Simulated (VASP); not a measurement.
**PmAs: single point with PBE**

PmAs:

```
Pm As
1.0
     0.00000    3.00000    3.00000
     3.00000    0.00000    3.00000
     3.00000    3.00000    0.00000
Pm As
1 1
Direct
  0.50000 0.50000 0.50000
  0.00000 0.00000 0.00000
```

| Quantity | Value |
| --- | --- |
| Program | VASP 6.6.1 |
| Task | single point |
| Functional | PBE |
| Potentials or basis | VASP PAW PBE potentials, release 64 (Pm, As) |
| Cutoff | 600 eV |
| k mesh | 10 × 10 × 10 |
| Occupations | gaussian, width 0.05 eV |
| Spin | collinear spin, ferromagnetic start |
| Starting moments | [4.0, 0.0] μB |
| Dipole correction | no |
| Further INCAR settings | ALGO = Normal; EDIFF = 1e-06; NBANDS = 21 |

The pressure is 0.8 GPa and the net moment is 4.07 μB per cell. The site moments are Pm +4.15; As -0.13 μB. The valence electrons inside the program's atomic spheres are Pm 12.29; As 2.84.

Levels at points of the mesh, in eV from the Fermi level:
Spin up:
| k point | band 8 | band 9 | band 10 | band 11 | band 12 | band 13 | band 14 | band 15 | band 16 | band 17 |
| --- | --- | --- | --- | --- | --- | --- | --- | --- | --- | --- |
| (0.00, 0.00, 0.00) | -0.59 | -0.56 | -0.56 | -0.56 | 0.22 | 1.73 | 1.73 | 1.73 | 1.99 | 1.99 |
| (0.50, 0.00, 0.00) | -1.44 | -0.66 | -0.66 | -0.55 | -0.05 | 0.00 | 0.00 | 0.33 | 4.49 | 4.49 |
| (0.50, 0.50, 0.00) | -0.93 | -0.65 | -0.24 | -0.24 | -0.02 | 0.16 | 0.36 | 0.80 | 0.80 | 3.96 |
Spin down:
| k point | band 4 | band 5 | band 6 | band 7 | band 8 | band 9 | band 10 | band 11 | band 12 | band 13 |
| --- | --- | --- | --- | --- | --- | --- | --- | --- | --- | --- |
| (0.00, 0.00, 0.00) | -17.08 | -10.10 | 0.36 | 0.36 | 0.36 | 2.14 | 2.38 | 2.38 | 2.38 | 3.23 |
| (0.50, 0.00, 0.00) | -17.11 | -8.72 | -3.27 | -1.41 | -1.41 | 2.21 | 2.59 | 2.70 | 2.70 | 2.99 |
| (0.50, 0.50, 0.00) | -17.21 | -9.51 | -1.39 | -0.12 | -0.12 | 0.43 | 2.39 | 2.66 | 2.81 | 2.81 |

Run time: 2.6 min on 1 thread of Intel(R) Xeon(R) Platinum 8375C CPU @ 2.90GHz (Ice Lake), with other jobs on the host, peak memory 0.31 GiB.

Caveat: the magnetic or orbital state may not be the lowest; spin-orbit coupling is left out, which moves the levels of the heavy elements; semilocal functionals describe open f shells poorly, which spoils levels, moments and volumes. The state reached can hang on the start; a lower one may exist.
